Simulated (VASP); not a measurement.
Here is a VASP 6.6.1 calculation.

Contents of POSCAR:

```
Sb
1.0
   -1.5869811508      1.5869811508      2.7298988119
    1.5869811508     -1.5869811508      2.7298988119
    1.5869811508      1.5869811508     -2.7298988119
Sb
1
Direct
    0.0000000000      0.0000000000      0.0000000000
```

File INCAR.step1:

```
ALGO = Normal ; EDIFF = 1E-5
ENCUT = 520 ; GGA = PE
ISIF = 2 ; ISMEAR = -1
LASPH = T ; LREAL = F
LWAVE = T ; NBANDS = 8
NELM = 100 ; PREC = Accurate
SIGMA = 0.05
```

The input INCAR.step2:

```
ALGO = Normal ; EDIFF = 1E-6
ENCUT = 520 ; GGA = PE
HFSCREEN = 0.2079 ; ISIF = 2
ISMEAR = -1 ; ISTART = 1
LASPH = T ; LCHARG = T
LELF = T ; LHFCALC = T
LREAL = F ; LVHAR = T
LWAVE = F ; NBANDS = 8
NELM = 100 ; PREC = Accurate
PRECFOCK = Normal ; SIGMA = 0.05
```

The input KPOINTS:

```
k-points
0
Gamma
  8 8 8
```

Potentials or basis: VASP PAW PBE potentials, release 64 (Sb).

Run with:

```bash
$ cat potpaw_PBE.64/Sb/POTCAR > POTCAR
$ cp INCAR.step1 INCAR
$ mpirun -np 1 vasp_std > vasp.out
$ cp INCAR.step2 INCAR
$ mpirun -np 1 vasp_std > vasp.out
```

Question: Estimate the band gap on the k mesh.

Answer: Zero (an odd number of electrons rules out a gap without spin polarisation).

Question: Estimate the pressure.

Answer: -2.6 GPa.

Stress tensor (GPa, compression positive):
```
-3.54  0.00  0.00
 0.00 -3.54  0.00
 0.00  0.00 -0.85
```

Caveat: the PAW data sets were made with another functional, which shifts forces and pressure a little; spin-orbit coupling is left out, which moves the levels of the heavy elements.
